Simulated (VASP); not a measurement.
Runs of VASP 6.6.1 on InSb. The structure is that of space group F-43m (No. 216), or close to it. The cells are those of the table. 

```tsv
task	spin	cell	cutoff (eV)	smearing	gap on the mesh (eV)	pressure (GPa)
relaxation of cell and atoms	off	relaxed to 16 GPa from a = 4.693 Å, angles 60.0°, 2 atoms	600	fermi-dirac 0.15 eV	0.83	16.0
relaxation of cell and atoms	off	relaxed to 7 GPa from a = 4.693 Å, angles 60.0°, 2 atoms	600	fermi-dirac 0.15 eV	-	7.0
single point	off	a = 4.221 Å, angles 60.0°, 2 atoms	520	fermi-dirac 0.15 eV	(b)	24.9
single point	off	a = 4.483 Å, angles 60.0°, 2 atoms	520	fermi-dirac 0.15 eV	-	7.0
single point	non-collinear, zero start, SOC	a = 4.692 Å, angles 60.0°, 2 atoms	520	gaussian 0.1 eV	-	0.0
single point	off	a = 4.327 Å, angles 60.0°, 2 atoms	520	fermi-dirac 0.15 eV	0.83	16.0
single point	off	a = 4.644 Å, angles 60.0°, 2 atoms	520	gaussian 0.1 eV	none	1.2
single point	off	a = 4.662 Å, angles 60.0°, 2 atoms	520	fermi-dirac 0.15 eV	none	0.7
single point	off	a = 4.738 Å, angles 60.0°, 2 atoms	520	gaussian 0.1 eV	none	(c)
single point	off	a = 4.784 Å, angles 60.0°, 2 atoms	520	gaussian 0.1 eV	none	-1.9
single point	off	a = 4.843 Å, angles 60.0°, 2 atoms	520	gaussian 0.1 eV	none	-2.8
single point	off	a = 4.596 Å, angles 60.0°, 2 atoms	520	gaussian 0.1 eV	none	(a)
```

Alike in all rows: level PBE; potentials or basis VASP PAW PBE potentials, release 64 (In_d, Sb); k mesh 12 × 12 × 12.

Task: Fill in the values left out.

Result: (a) 2.6; (b) 0.74; (c) -1.0.

Caveats: spin-orbit coupling is left out, which moves the levels of the heavy elements (at least some runs); semilocal functionals underestimate gaps, so a narrow gap can read as zero (at least some runs); the cell stands under pressure (at least some runs); the cell is relaxed towards a set pressure, so the run minimises the enthalpy, not the energy (at least some runs).

A k mesh can miss the band edges, and rows without SOC leave out spin-orbit coupling on In, Sb.

A gap of «none» marks levels without a gap at the run's occupations.
